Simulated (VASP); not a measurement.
# W (P-3m1) in VASP: further runs

The runs below take W through single point, with PBEsol.

Program: VASP 6.6.1. These are calculated values, not measurements. Logs are shortened: lines on timing, memory, paths and dates and some standing lists are left out, and cuts for length are marked.

### 1 The cell of the first run

The structure is trigonal, space group P-3m1 (No. 164). The conventional cell has a = 2.827 Å, b = 2.827 Å, c = 18.349 Å, α = 90.00°, β = 90.00°, γ = 120.00°. Within 3.7 Å of W (site symmetry 3m) lie 9 W at 2.83 Å. Within 3.7 Å of W (site symmetry 3m) lie 12 W at 2.83 Å. Within 3.7 Å of W (site symmetry 3m) lie 12 W at 2.83 Å.

### 2 Single point, PBEsol (the distance across one plane changed)

The input, INCAR:

```
PREC = Accurate
ENCUT = 520
EDIFF = 1E-7
ISMEAR = 0
SIGMA = 0.15
LREAL = F
LASPH = T
NELM = 60
ALGO = Fast
ISIF = 2
LWAVE = F
LCHARG = T
GGA = PS
LVHAR = T
NBANDS = 51
KPAR = 4
```

The input, KPOINTS:

```
Automatic mesh
0
Gamma
  24 24 5
```

The input, POSCAR:

```
W
1.0
    1.9989957669     -1.9989957669      0.0000000000
    1.9989957669      0.0000000000     -1.9989957669
   10.5940592790     10.5940592790     10.5940592790
W
6
Direct
    0.6666666667      0.6666666667      0.0628841729
    0.0000000000      0.0000000000      0.6918516959
    0.3333333333      0.3333333333      0.1886776775
    0.6666666667      0.6666666667      0.4402646867
    0.0000000000      0.0000000000      0.3144711821
    0.3333333333      0.3333333333      0.5660581913
```

Potentials or basis: VASP PAW PBE potentials, release 64 (W_sv).

Launch:

```sh
> cat potpaw_PBE.64/W_sv/POTCAR > POTCAR
> mpirun -np 4 vasp_std > vasp.out
```

OUTCAR:

```text
PREC = Accurate
   ENCUT = 520
   EDIFF = 1E-7
   ISMEAR = 0
   LREAL = F
   LASPH = T
   NELM = 60
   ISIF = 2
   GGA = PS

 ion  position               nearest neighbor table
   1  0.667  0.667  0.063-   3 2.83   3 2.83   3 2.83
   2  0.000  0.000  0.692-   6 2.83   6 2.83   6 2.83
   3  0.333  0.333  0.189-   5 2.83   1 2.83   1 2.83   5 2.83   5 2.83   1 2.83
   4  0.667  0.667  0.440-   5 2.83   6 2.83   6 2.83   5 2.83   5 2.83   6 2.83
   5  0.000  0.000  0.314-   3 2.83   4 2.83   4 2.83   4 2.83   3 2.83   3 2.83
   6  0.333  0.333  0.566-   2 2.83   4 2.83   4 2.83   2 2.83   2 2.83   4 2.83

  LATTYP: Found a hexagonal cell.
 ALAT       =     2.8270069247
 C/A-ratio  =     6.4907690071

  Lattice vectors:

 A1 = (  -1.9989957669,   0.0000000000,   1.9989957669)
 A2 = (   1.9989957669,  -1.9989957669,   0.0000000000)
 A3 = (  10.5940592790,  10.5940592790,  10.5940592790)

Analysis of symmetry for initial positions (statically):
=====================================================================
 Subroutine PRICEL returns:
 Original cell was already a primitive cell.

 Routine SETGRP: Setting up the symmetry group for a
 hexagonal supercell.

 Subroutine GETGRP returns: Found 12 space group operations
 (whereof  6 operations were pure point group operations)
 out of a pool of 24 trial point group operations.

The static configuration has the point symmetry C_3v.
 The point group associated with its full space group is D_3d.

Analysis of symmetry for dynamics (positions and initial velocities):
=====================================================================
 Subroutine PRICEL returns:
 Original cell was already a primitive cell.

 Routine SETGRP: Setting up the symmetry group for a
 hexagonal supercell.

 Subroutine GETGRP returns: Found 12 space group operations
 (whereof  6 operations were pure point group operations)
 out of a pool of 24 trial point group operations.

The dynamic configuration has the point symmetry C_3v.
 The point group associated with its full space group is D_3d.

 Subroutine INISYM returns: Found 12 space group operations
 (whereof  6 operations are pure point group operations),
 and found     1 'primitive' translations

----------------------------------------------------------------------------------------

                                     Primitive cell

  volume of cell :     127.0011

  direct lattice vectors                    reciprocal lattice vectors
     1.998995767 -1.998995767  0.000000000     0.166750395 -0.333500790  0.166750395
[... 100 lines left out ...]
   ISIF   =      2    stress and relaxation
   ISYM   =      2    0-nonsym 1-usesym 2-fastsym
   POTIM  = 0.5000    time-step for ionic-motion
   TEBEG  =    0.0;   TEEND  =   0.0 temperature during run
   PSTRESS=    0.0 pullay stress
   NELECT =      84.0000    total number of electrons
   NUPDOWN=      -1.0000    fix difference up-down
   EMIN   =  10.00;   EMAX   =-10.00  energy-range for DOS
   EFERMI =   0.00;   METHOD = LEGACY
   ISMEAR =     0;   SIGMA  =   0.15  broadening in eV -4-tet -1-fermi 0-gaus
   EFERMI_NEDOS =   21; number of points for ismear=-14 and -15
   IALGO  =     68    algorithm
   IMIX   =      4    mixing-type and parameters
     AMIX     =   0.40;   BMIX     =  1.00
     AMIX_MAG =   1.60;   BMIX_MAG =  1.00
  volume/ion in A,a.u.               =      21.17       142.84
  Fermi-wavevector in a.u.,A,eV,Ry     =   1.426370  2.695448 27.681471  2.034531
  Thomas-Fermi vector in A             =   2.546654
   LORBIT       =      0    0 simple, 1 ext, 2 COOP (PROOUT), +10 PAW based schemes
   GGA     = PS    functional components
   LHFCALC =     F    Hartree Fock is set to
   AEXX    =    0.0000 exact exchange contribution
   IVDW    =     0    specifies the selected vdW correction
   LEPSILON=     F    determine dielectric tensor
   LRPA    =     F    only Hartree local field effects (RPA)
 non-spin polarized calculation
 RMM-DIIS sequential band-by-band and
 Gauss-broadening in eV      SIGMA  =   0.15
  energy-cutoff  :      520.00
  volume of cell :      127.00
 maximum number of plane-waves:      3449
 NGX is ok and might be reduce to    24
   NGX = 11   NGY = 11   NGZ = 69

 number of electron      84.0000010 magnetization

 Free energy of the ion-electron system (eV)
  ---------------------------------------------------
  ext. energy  EPLUGINS =         0.00000000
  ---------------------------------------------------
  free energy    TOTEN  =       -77.35546779 eV

  energy without entropy =      -77.25815543  energy(sigma->0) =      -77.30681161

 E-fermi :   6.9429     XC(G=0): -11.2680

 val. band max:        6.9428714247   @ k =   0.0417   0.0417   0.2000
 cond. band min:       6.9431132607   @ k =   0.0417   0.0000   0.0000
 fundamental gap:      0.0002418360
 Fermi energy:         6.9428896737

 k-point     1 :       0.0000    0.0000    0.0000
  band No.  band energies     occupation
      1     -66.7238      2.00000
      2     -66.7236      2.00000
      3     -66.6404      2.00000
      4     -66.6357      2.00000
      5     -66.5576      2.00000
      6     -66.5024      2.00000
[... 1285 lines left out ...]
     50      11.6689      0.00000
     51      12.0576      0.00000

 [... further k-points ...]

------------------------ aborting loop because EDIFF is reached ----------------------------------------

  FORCE on cell =-STRESS in cart. coord.  units (eV):
  Direction    XX          YY          ZZ          XY          YZ          ZX
  --------------------------------------------------------------------------------------
  -------------------------------------------------------------------------------------
  Total       -4.1973726     -4.1973726     -4.1973726      2.6221677      2.6221677      2.6221677
  in kB      -52.9517970    -52.9517970    -52.9517970     33.0798582     33.0798582     33.0798582
  external PRESSURE =     -52.9517970 kB  Pullay stress =       0.0000000 kB

 VOLUME and BASIS-vectors are now :
 -----------------------------------------------------------------------------
  energy-cutoff  :      520.00
  volume of cell :      127.00
      direct lattice vectors                 reciprocal lattice vectors
     1.998995767 -1.998995767  0.000000000     0.166750395 -0.333500790  0.166750395
     1.998995767  0.000000000 -1.998995767     0.166750395  0.166750395 -0.333500790
    10.594059279 10.594059279 10.594059279     0.031464175  0.031464175  0.031464175

 POSITION                                       TOTAL-FORCE (eV/Angst)
 -----------------------------------------------------------------------------------
      3.33153     -0.66647     -0.66647        -0.130399     -0.130399     -0.130399
      7.32952      7.32952      7.32952         0.130399      0.130399      0.130399
      3.33153      1.33253      1.33253         0.057490      0.057490      0.057490
      7.32952      3.33153      3.33153        -0.153242     -0.153242     -0.153242
      3.33153      3.33153      3.33153         0.153242      0.153242      0.153242
      7.32952      5.33052      5.33052        -0.057490     -0.057490     -0.057490
 -----------------------------------------------------------------------------------
    total drift:                               -0.000023     -0.000023     -0.000023

  FREE ENERGIE OF THE ION-ELECTRON SYSTEM (eV)
  ---------------------------------------------------
  free  energy   TOTEN  =       -77.3554677861 eV

  energy  without entropy=      -77.2581554341  energy(sigma->0) =      -77.30681161
```

OSZICAR:

```text
N       E                     dE             d eps       ncg     rms          rms(c)
DAV:   1     0.117728551027E+04    0.11773E+04   -0.50740E+04 28954   0.186E+03
DAV:   2    -0.106649265367E+02   -0.11880E+04   -0.11632E+04 29999   0.604E+02
DAV:   3    -0.790075319882E+02   -0.68343E+02   -0.64801E+02 33560   0.139E+02
[... 18 lines left out ...]
RMM:  22    -0.773554666959E+02   -0.10596E-05   -0.11216E-05 32237   0.467E-03    0.227E-03
RMM:  23    -0.773554673174E+02   -0.62148E-06   -0.59507E-06 24877   0.249E-03    0.188E-03
RMM:  24    -0.773554676041E+02   -0.28676E-06   -0.24380E-06 23402   0.182E-03    0.469E-04
RMM:  25    -0.773554677328E+02   -0.12872E-06   -0.13438E-06 21877   0.986E-04    0.269E-04
RMM:  26    -0.773554677861E+02   -0.53264E-07   -0.52997E-07 15966   0.624E-04
   1 F= -.77355468E+02 E0= -.77306812E+02  d E =-.973124E-01
```

stdout:

```text
POSCAR found type information on POSCAR W
 POSCAR found :  1 types and       6 ions
 scaLAPACK will be used
 -----------------------------------------------------------------------------
|                                                                             |
|                                                                             |
|     You enforced a specific xc type in the INCAR file but a different       |
|     I HOPE YOU KNOW WHAT YOU ARE DOING!                                     |
|                                                                             |
 -----------------------------------------------------------------------------

 LDA part: xc-table for (Slater+PW92), standard interpolation
 POSCAR, INCAR and KPOINTS ok, starting setup
 FFT: planning ... GRIDC
 FFT: planning ... GRID_SOFT
 FFT: planning ... GRID
 WAVECAR not read
 entering main loop
```

It took 18 min on 4 MPI ranks of Intel Xeon Platinum 8259CL at 2.50GHz (Skylake/Cascade Lake), shared host; peak memory 1.1 GiB.

What came out:

| Quantity | Value |
| --- | --- |
| Free energy | -77.3555 eV |
| Pressure | -5.3 GPa |
| Largest force | 0.265 eV/Å |
| Band gap on the k mesh | zero (bands 42 and 43 overlap by 1.75 eV) |

Forces in eV/Å, atoms in the order of the input:
```
W   -0.130 -0.130 -0.130
W    0.130  0.130  0.130
W    0.057  0.057  0.057
W   -0.153 -0.153 -0.153
W    0.153  0.153  0.153
W   -0.057 -0.057 -0.057
```

Levels at points of the mesh, in eV from the Fermi level:
```csv
k point,band 39,band 40,band 41,band 42,band 43,band 44,band 45,band 46
"(0.00, 0.00, 0.00)",-0.54,-0.44,-0.44,-0.25,-0.25,-0.09,-0.09,0.02
"(0.50, 0.00, 0.00)",-0.35,-0.01,0.13,1.01,1.02,1.67,2.04,2.31
```

Caveat: the cell differs from its parent crystal (the distance across one plane changed); the cell stands under tension; the PAW data sets were made with another functional, which shifts forces and pressure a little; spin-orbit coupling is left out, which moves the levels of the heavy elements.

(Continued in part 2 of 2.)
